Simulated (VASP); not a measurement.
A run of VASP 6.6.1 is set up as follows.

POSCAR

```
Os
1.0
    0.0000000000      1.9159815885      1.9159815885
    1.9159815885      0.0000000000      1.9159815885
    1.9159815885      1.9159815885      0.0000000000
Os
1
Direct
    0.0000000000      0.0000000000      0.0000000000
```

Contents of INCAR.step1:

```
ALGO = Normal
EDIFF = 1E-4
ENCUT = 520
GGA = PE
ISMEAR = 0
LASPH = True
LCHARG = False
LREAL = False
LWAVE = True
NBANDS = 10
NELM = 100
PREC = Accurate
SIGMA = 0.05
```

File INCAR.step2:

```
ALGO = Normal
EDIFF = 1E-6
ENCUT = 520
ISIF = 2
ISMEAR = 0
ISTART = 1
LASPH = True
LCHARG = False
LMIXTAU = True
LREAL = False
LWAVE = False
METAGGA = R2SCAN
NBANDS = 10
NELM = 100
PREC = Accurate
SIGMA = 0.05
```

Contents of KPOINTS:

```
k-points
0
Gamma
  18 18 18
```

Potentials or basis: VASP PAW PBE potentials, release 64 (Os).

Run with:

```bash
$ cat potpaw_PBE.64/Os/POTCAR > POTCAR
$ cp INCAR.step1 INCAR
$ mpirun -np 1 vasp_std > vasp.out
$ cp INCAR.step2 INCAR
$ mpirun -np 1 vasp_std > vasp.out
```

Task: Predict the band gap on the k mesh.

Result: Zero (band 4 reaches 11.52 eV, above the bottom of band 5 at 7.59 eV).

Task: What does it give for the pressure?

Result: 1.0 GPa.

Caveat: the PAW data sets were made with another functional, which shifts forces and pressure a little; spin-orbit coupling is left out, which moves the levels of the heavy elements.
